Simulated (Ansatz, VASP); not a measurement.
**RbBr: VASP beside Ansatz**

File POSCAR:

```
RbBr
1.0
    0.0000000000      3.3570415946      3.3570415946
    3.3570415946      0.0000000000      3.3570415946
    3.3570415946      3.3570415946      0.0000000000
Rb Br
1 1
Direct
    0.0000000000      0.0000000000      0.0000000000
    0.5000000000      0.5000000000      0.5000000000
```

The input INCAR.step1:

```
PREC = Accurate
ENCUT = 520
ISMEAR = -1
SIGMA = 0.05
LREAL = False
LASPH = True
NELM = 100
NBANDS = 15
GGA = PE
ALGO = Normal
EDIFF = 1E-4
LWAVE = True
LCHARG = False
```

File INCAR.step2:

```
PREC = Accurate
ENCUT = 520
EDIFF = 1E-6
ISMEAR = -1
SIGMA = 0.05
LREAL = False
LASPH = True
NELM = 100
ALGO = Normal
ISIF = 2
LWAVE = False
LCHARG = False
METAGGA = R2SCAN
LMIXTAU = True
NBANDS = 15
ISTART = 1
```

KPOINTS

```
Automatic mesh
0
Gamma
  7 7 7
```

The input input.yaml:

```yaml
crystal:
  lattice:
    - [0.0, 3.3570415946, 3.3570415946]
    - [3.3570415946, 0.0, 3.3570415946]
    - [3.3570415946, 3.3570415946, 0.0]
  atoms:
    - { symbol: Rb, position: [0.0, 0.0, 0.0] }
    - { symbol: Br, position: [0.5, 0.5, 0.5] }
hamiltonian:
  xc: r2scan
  pseudopotentials: { kind: paw }
kpoints:
  mp_grid: { grid: [7, 7, 7] }
scf:
  occupations: { method: fermi_dirac, width: 0.05 }
output:
  forces: true
  stress: true
  eigenvalues: true
```

Alike in both runs: task single point; functional r2SCAN; k mesh 7 × 7 × 7; occupations fermi-dirac, width 0.05 eV; no spin polarisation.

|  | VASP | Ansatz |
| --- | --- | --- |
| version | VASP 6.6.1 | Ansatz 0.2.0 |
| potentials or method | VASP PAW PBE potentials, release 64 (Rb_sv, Br) | Ansatz PAW |
| plane-wave cutoff (eV) | 520 | 500 |
| valence electrons in the cell | 16 | 16 |

VASP gave:

| Item | Value |
| --- | --- |
| gap on the k mesh at the Fermi level (eV) | 5.14 |
| least direct gap on the mesh (eV) | 5.14 |
| pressure (GPa) | 1.6 |

Task: What did Ansatz give for the same quantities?

Result: gap on the k mesh at the Fermi level (eV): 5.14; least direct gap on the mesh (eV): 5.14; pressure (GPa): 1.7.

VASP's potentials were made for PBE, not for r2SCAN.

Noted on Ansatz's run: odd divisions of the mesh miss points on the zone boundary, where band edges often lie, so the gap on the mesh can be too wide.
